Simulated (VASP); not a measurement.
A run of VASP 6.6.1 is set up as follows.

The input INCAR:

```
SYSTEM = Pt
  PREC = Accurate
  ENCUT = 520
  EDIFF = 1E-6
  ISMEAR = 0
  SIGMA = 0.1
  LREAL = .FALSE.
  LASPH = .TRUE.
  NELM = 60
  ALGO = Fast
  ISIF = 2
  LWAVE = .FALSE.
  LCHARG = .FALSE.
  LDIPOL = .TRUE.
  IDIPOL = 3
  DIPOL = 0.5 0.5 0.500
  GGA = PE
  IVDW = 12
  IBRION = 2
  NSW = 90
  EDIFFG = -0.03
```

File KPOINTS:

```
regular mesh
0
G
  4 4 1
  0 0 0
```

The input POSCAR:

```
Pt
1.0
    5.5557316926      0.0000000000      0.0000000000
   -2.7778658463      4.8114047824      0.0000000000
    0.0000000000      0.0000000000     20.5362359316
Pt
12
Selective dynamics
Direct
    0.3333333333      0.1666666667      0.3895553220  F F F
    0.3333333333      0.6666666667      0.3895553220  F F F
    0.8333333333      0.1666666667      0.3895553220  F F F
    0.8333333333      0.6666666667      0.3895553220  F F F
    0.6666666667      0.3333333333      0.5000000000  T T T
    0.6666666667      0.8333333333      0.5000000000  T T T
    0.1666666667      0.3333333333      0.5000000000  T T T
    0.1666666667      0.8333333333      0.5000000000  T T T
    0.0000000000      0.5000000000      0.6104446780  T T T
    0.0000000000      0.0000000000      0.6104446780  T T T
    0.5000000000      0.5000000000      0.6104446780  T T T
    0.5000000000      0.0000000000      0.6104446780  T T T
```

Potentials or basis: VASP PAW PBE potentials, release 64 (Pt).

Run with:

```bash
$ cat potpaw_PBE.64/Pt/POTCAR > POTCAR
$ mpirun -np 1 vasp_std > vasp.out
```

**Question.** Predict the energy gained by relaxing.

**Answer.** 1.8 meV/atom.

**Question.** Predict the dispersion energy per atom.

**Answer.** -0.512 eV.

Final structure:
```
Pt
1.0
     5.55573    0.00000    0.00000
    -2.77787    4.81140    0.00000
     0.00000    0.00000   20.53624
Pt
12
Direct
  0.33333 0.16667 0.38956
  0.33333 0.66667 0.38956
  0.83333 0.16667 0.38956
  0.83333 0.66667 0.38956
  0.66667 0.33333 0.50124
  0.66667 0.83333 0.50124
  0.16667 0.33333 0.50124
  0.16667 0.83333 0.50124
  0.00000 0.50000 0.61300
  0.00000 0.00000 0.61300
  0.50000 0.50000 0.61300
  0.50000 0.00000 0.61300
```
